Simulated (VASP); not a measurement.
# Ru (P6_3/mmc) in VASP: further runs

Ru is run at these levels: PBEsol; tasks: single point.

All numbers are computed with VASP 6.6.1; they aren't measurements. Logs are shortened: lines on timing, memory, paths and dates and some standing lists are left out, and cuts for length are marked.

### 1 The cell of the first run

It takes space group P6_3/mmc (No. 194, hexagonal). The conventional cell has a = 2.661 Å, b = 2.661 Å, c = 4.344 Å, α = 90.00°, β = 90.00°, γ = 120.00°. Within 3.5 Å of Ru (site symmetry -6m2) lie 12 Ru at 2.66 Å.

### 2 Single point, PBEsol (volume 13.321 Å^3 an atom, c/a of the conventional cell 1.6325)

Contents of INCAR:

```
SYSTEM = Ru
PREC = Accurate
ENCUT = 520
EDIFF = 1E-6
ISMEAR = 0
SIGMA = 0.15
LREAL = .False.
LASPH = .True.
NELM = 80
ALGO = Fast
ISIF = 2
LWAVE = .False.
LCHARG = .False.
GGA = PS
NBANDS = 21
```

Contents of KPOINTS:

```
regular mesh
0
Gamma
  21 21 12
  0 0 0
```

Contents of POSCAR:

```
Ru
1.0
    2.6610959920      0.0000000000      0.0000000000
   -1.3305479960      2.3045767310      0.0000000000
    0.0000000000      0.0000000000      4.3442392069
Ru
2
Direct
    0.3333333333      0.6666666667      0.2500000000
    0.6666666667      0.3333333333      0.7500000000
```

Potentials or basis: VASP PAW PBE potentials, release 64 (Ru_pv).

On the command line:

```
> cat potpaw_PBE.64/Ru_pv/POTCAR > POTCAR
> mpirun -np 1 vasp_std > vasp.out
```

OUTCAR:

```text
SYSTEM = Ru
   PREC = Accurate
   ENCUT = 520
   EDIFF = 1E-6
   ISMEAR = 0
   LREAL = .False.
   LASPH = .True.
   NELM = 80
   ISIF = 2
   GGA = PS

 ion  position               nearest neighbor table
   1  0.333  0.667  0.250-   2 2.66   2 2.66   2 2.66   2 2.66   2 2.66   2 2.66
   2  0.667  0.333  0.750-   1 2.66   1 2.66   1 2.66   1 2.66   1 2.66   1 2.66

  LATTYP: Found a hexagonal cell.
 ALAT       =     2.6610959920
 C/A-ratio  =     1.6325000000

  Lattice vectors:

 A1 = (   2.6610959920,   0.0000000000,   0.0000000000)
 A2 = (  -1.3305479960,   2.3045767310,   0.0000000000)
 A3 = (   0.0000000000,   0.0000000000,   4.3442392069)

Analysis of symmetry for initial positions (statically):
=====================================================================
 Subroutine PRICEL returns:
 Original cell was already a primitive cell.

 Routine SETGRP: Setting up the symmetry group for a
 hexagonal supercell.

 Subroutine GETGRP returns: Found 24 space group operations
 (whereof 12 operations were pure point group operations)
 out of a pool of 24 trial point group operations.

The static configuration has the point symmetry D_3d.
 The point group associated with its full space group is D_6h.

Analysis of symmetry for dynamics (positions and initial velocities):
=====================================================================
 Subroutine PRICEL returns:
 Original cell was already a primitive cell.

 Routine SETGRP: Setting up the symmetry group for a
 hexagonal supercell.

 Subroutine GETGRP returns: Found 24 space group operations
 (whereof 12 operations were pure point group operations)
 out of a pool of 24 trial point group operations.

The dynamic configuration has the point symmetry D_3d.
 The point group associated with its full space group is D_6h.

 Subroutine INISYM returns: Found 24 space group operations
 (whereof 12 operations are pure point group operations),
 and found     1 'primitive' translations

----------------------------------------------------------------------------------------

                                     Primitive cell

  volume of cell :      26.6419

  direct lattice vectors                    reciprocal lattice vectors
     2.661095992  0.000000000  0.000000000     0.375785016  0.216959580  0.000000000
    -1.330547996  2.304576731  0.000000000     0.000000000  0.433919160  0.000000000
     0.000000000  0.000000000  4.344239207     0.000000000  0.000000000  0.230189903

  length of vectors
     2.661095992  2.661095992  4.344239207     0.433919160  0.433919160  0.230189903

  position of ions in fractional coordinates (direct lattice)
     0.333333333  0.666666667  0.250000000
     0.666666667  0.333333333  0.750000000

  ion indices of the primitive-cell ions
   primitive index   ion index
                 1           1
                 2           2

----------------------------------------------------------------------------------------

 KPOINTS: regular mesh

Automatic generation of k-mesh.
 Grid dimensions read from file:
 generate k-points for:   21   21   12

 Generating k-lattice:

  Cartesian coordinates                     Fractional coordinates (reciprocal lattice)
     0.017894525  0.010331409  0.000000000     0.047619048 -0.000000000  0.000000000
     0.000000000  0.020662817  0.000000000     0.000000000  0.047619048  0.000000000
     0.000000000  0.000000000  0.019182492     0.000000000  0.000000000  0.083333333

  Length of vectors
     0.020662817  0.020662817  0.019182492

  Shift w.r.t. Gamma in fractional coordinates (k-lattice)
     0.000000000  0.000000000  0.000000000

 Subroutine IBZKPT returns following result:
 ===========================================

 Found    336 irreducible k-points:

 Following reciprocal coordinates:
            Coordinates               Weight
  0.000000  0.000000  0.000000      1.000000
  0.047619  0.000000  0.000000      6.000000
  0.095238  0.000000  0.000000      6.000000
  0.142857 -0.000000  0.000000      6.000000
  0.190476  0.000000  0.000000      6.000000
  0.238095  0.000000  0.000000      6.000000
[... 16 lines left out ...]
  0.142857  0.095238  0.000000     12.000000
  0.190476  0.095238  0.000000     12.000000
 [... further k-points ...]
   k-points           NKPTS =    336   k-points in BZ     NKDIM =    336   number of bands    NBANDS=     21
   number of dos      NEDOS =    301   number of ions     NIONS =      2
   total plane-waves  NPLWV =  12800
   dimension x,y,z NGX =    20 NGY =   20 NGZ =   32
   dimension x,y,z NGXF=    40 NGYF=   40 NGZF=   64
   ions per type =               2
   NGX,Y,Z   is equivalent  to a cutoff of  12.49, 12.49, 12.25 a.u.
   NGXF,Y,Z  is equivalent  to a cutoff of  24.99, 24.99, 24.49 a.u.
 SYSTEM =  Ru
   PREC   = accura    normal or accurate (medium, high low for compatibility)
   ISTART =      0    job   : 0-new  1-cont  2-samecut
   ICHARG =      2    charge: 1-file 2-atom 10-const
   ISPIN  =      1    spin polarized calculation?
   LNONCOLLINEAR =      F non collinear calculations
   LSORBIT =      F    spin-orbit coupling
   LASPH  =      T    aspherical Exc in radial PAW
   ENCUT  =  520.0 eV  38.22 Ry    6.18 a.u.   4.95  4.95  8.08*2*pi/ulx,y,z
   NELM   =     80;   NELMIN=  2; NELMDL= -5     # of ELM steps
   EDIFF  = 0.1E-05   stopping-criterion for ELM
   LREAL  =      F    real-space projection
   EDIFFG = 0.1E-04   stopping-criterion for IOM
   NSW    =      0    number of steps for IOM
   IBRION =     -1    ionic relax: 0-MD 1-quasi-New 2-CG
   NFREE  =      0    steps in history (QN), initial steepest desc. (CG)
   ISIF   =      2    stress and relaxation
   ISYM   =      2    0-nonsym 1-usesym 2-fastsym
   POTIM  = 0.5000    time-step for ionic-motion
   TEBEG  =    0.0;   TEEND  =   0.0 temperature during run
   PSTRESS=    0.0 pullay stress
   NELECT =      28.0000    total number of electrons
   NUPDOWN=      -1.0000    fix difference up-down
   EMIN   =  10.00;   EMAX   =-10.00  energy-range for DOS
   EFERMI =   0.00;   METHOD = LEGACY
   ISMEAR =     0;   SIGMA  =   0.15  broadening in eV -4-tet -1-fermi 0-gaus
   EFERMI_NEDOS =   21; number of points for ismear=-14 and -15
   IALGO  =     68    algorithm
   IMIX   =      4    mixing-type and parameters
     AMIX     =   0.40;   BMIX     =  1.00
     AMIX_MAG =   1.60;   BMIX_MAG =  1.00
  volume/ion in A,a.u.               =      13.32        89.89
  Fermi-wavevector in a.u.,A,eV,Ry     =   1.664456  3.145366 37.693775  2.770414
  Thomas-Fermi vector in A             =   2.750997
   LORBIT       =      0    0 simple, 1 ext, 2 COOP (PROOUT), +10 PAW based schemes
   GGA     = PS    functional components
   LHFCALC =     F    Hartree Fock is set to
   AEXX    =    0.0000 exact exchange contribution
   IVDW    =     0    specifies the selected vdW correction
   LEPSILON=     F    determine dielectric tensor
   LRPA    =     F    only Hartree local field effects (RPA)
 non-spin polarized calculation
 RMM-DIIS sequential band-by-band and
 Gauss-broadening in eV      SIGMA  =   0.15
  energy-cutoff  :      520.00
  volume of cell :       26.64
 maximum number of plane-waves:       756
 NGX is ok and might be reduce to    20
   NGX =  9   NGY =  9   NGZ = 17

 number of electron      28.0000004 magnetization

 Free energy of the ion-electron system (eV)
  ---------------------------------------------------
  ext. energy  EPLUGINS =         0.00000000
  ---------------------------------------------------
  free energy    TOTEN  =       -20.31979346 eV

  energy without entropy =      -20.30148553  energy(sigma->0) =      -20.31063949

 E-fermi :  13.0587     XC(G=0): -14.3997

 val. band max:       13.0567865701   @ k =   0.2381   0.0476   0.0833
 cond. band min:      13.0635965761   @ k =   0.3810   0.0952   0.4167
 fundamental gap:      0.0068100060
 Fermi energy:        13.0587089706

 k-point     1 :       0.0000    0.0000    0.0000
  band No.  band energies     occupation
      1     -30.5772      2.00000
      2     -29.5809      2.00000
      3     -29.5809      2.00000
      4     -29.4335      2.00000
      5     -29.4274      2.00000
      6     -29.4274      2.00000
[... 13 lines left out ...]
     20      23.3103      0.00000
     21      23.3600      0.00000

 k-point     2 :       0.0476    0.0000    0.0000
  band No.  band energies     occupation
      1     -30.5690      2.00000
      2     -29.6008      2.00000
      3     -29.5872      2.00000
      4     -29.4480      2.00000
      5     -29.4366      2.00000
      6     -29.4304      2.00000
[... 13 lines left out ...]
     20      23.3103      0.00000
     21      23.3574      0.00000

 k-point     3 :       0.0952    0.0000    0.0000
  band No.  band energies     occupation
      1     -30.5446      2.00000
      2     -29.6585      2.00000
      3     -29.6053      2.00000
      4     -29.5073      2.00000
      5     -29.4460      2.00000
      6     -29.4394      2.00000
[... 13 lines left out ...]
     20      23.3102      0.00000
     21      23.3507      0.00000

 k-point     4 :       0.1429   -0.0000    0.0000
  band No.  band energies     occupation
      1     -30.5052      2.00000
      2     -29.7488      2.00000
      3     -29.6331      2.00000
      4     -29.5990      2.00000
      5     -29.4617      2.00000
      6     -29.4538      2.00000
[... 13 lines left out ...]
     20      23.3101      0.00000
     21      23.3421      0.00000

 k-point     5 :       0.1905    0.0000    0.0000
  band No.  band energies     occupation
      1     -30.4527      2.00000
      2     -29.8637      2.00000
      3     -29.7136      2.00000
      4     -29.6677      2.00000
      5     -29.4841      2.00000
      6     -29.4729      2.00000
[... 13 lines left out ...]
     20      23.3100      0.00000
     21      23.3342      0.00000
[... 382 lines left out ...]
     20      24.9164      0.00000
     21      26.2024      0.00000

 k-point    22 :       0.0952    0.0952    0.0000
  band No.  band energies     occupation
      1     -30.4823      2.00000
      2     -29.7830      2.00000
      3     -29.7055      2.00000
      4     -29.5982      2.00000
      5     -29.4745      2.00000
      6     -29.4713      2.00000
[... 13 lines left out ...]
     20      23.3101      0.00000
     21      23.3387      0.00000

 k-point    23 :       0.1429    0.0952    0.0000
  band No.  band energies     occupation
      1     -30.4310      2.00000
      2     -29.8808      2.00000
      3     -29.8014      2.00000
      4     -29.6468      2.00000
      5     -29.5019      2.00000
      6     -29.4938      2.00000
[... 13 lines left out ...]
     20      23.3100      0.00000
     21      23.3328      0.00000

 k-point    24 :       0.1905    0.0952    0.0000
  band No.  band energies     occupation
      1     -30.3692      2.00000
      2     -29.9973      2.00000
      3     -29.9038      2.00000
      4     -29.7000      2.00000
      5     -29.5306      2.00000
      6     -29.5230      2.00000
[... 13 lines left out ...]
     20      23.3099      0.00000
     21      23.3283      0.00000

 [... further k-points ...]

------------------------ aborting loop because EDIFF is reached ----------------------------------------

  FORCE on cell =-STRESS in cart. coord.  units (eV):
  Direction    XX          YY          ZZ          XY          YZ          ZX
  --------------------------------------------------------------------------------------
  -------------------------------------------------------------------------------------
  Total        0.9048369      0.9048369     -1.8287889      0.0000000      0.0000000      0.0000000
  in kB       54.4145987     54.4145987   -109.9787331      0.0000000      0.0000000      0.0000000
  external PRESSURE =      -0.3831786 kB  Pullay stress =       0.0000000 kB

 VOLUME and BASIS-vectors are now :
 -----------------------------------------------------------------------------
  energy-cutoff  :      520.00
  volume of cell :       26.64
      direct lattice vectors                 reciprocal lattice vectors
     2.661095992  0.000000000  0.000000000     0.375785016  0.216959580  0.000000000
    -1.330547996  2.304576731  0.000000000     0.000000000  0.433919160  0.000000000
     0.000000000  0.000000000  4.344239207     0.000000000  0.000000000  0.230189903

 POSITION                                       TOTAL-FORCE (eV/Angst)
 -----------------------------------------------------------------------------------
     -0.00000      1.53638      1.08606        -0.000000     -0.000000      0.000000
      1.33055      0.76819      3.25818         0.000000      0.000000      0.000000
 -----------------------------------------------------------------------------------
    total drift:                               -0.000000      0.000000     -0.000000

  FREE ENERGIE OF THE ION-ELECTRON SYSTEM (eV)
  ---------------------------------------------------
  free  energy   TOTEN  =       -20.3197934557 eV

  energy  without entropy=      -20.3014855282  energy(sigma->0) =      -20.31063949
```

Run time: 1.7 min. Hardware: 1 thread of AMD EPYC 7R13 (Zen 3), shared host; peak memory 0.22 GiB.

Results:

```yaml
Free_energy: -20.3198 eV
Pressure: 0.0 GPa
Band_gap_on_the_k_mesh: zero (band 14 reaches 14.73 eV, above the bottom of band 15 at 11.53 eV)
```

Stress tensor (GPa, compression positive):
```
  5.44   0.00   0.00
  0.00   5.44   0.00
  0.00   0.00 -11.00
```

Levels at points of the mesh, in eV from the Fermi level:
```csv
k point,band 11,band 12,band 13,band 14,band 15,band 16,band 17,band 18
"(0.00, 0.00, 0.00)",-2.66,-2.03,-2.03,-1.19,-1.19,0.89,1.23,1.23
"(0.00, 0.00, 0.50)",-2.76,-2.76,-2.76,-2.76,0.55,0.55,0.55,0.55
```

Caveat: the PAW data sets were made with another functional, which shifts forces and pressure a little.

(Continued in part 2 of 2.)
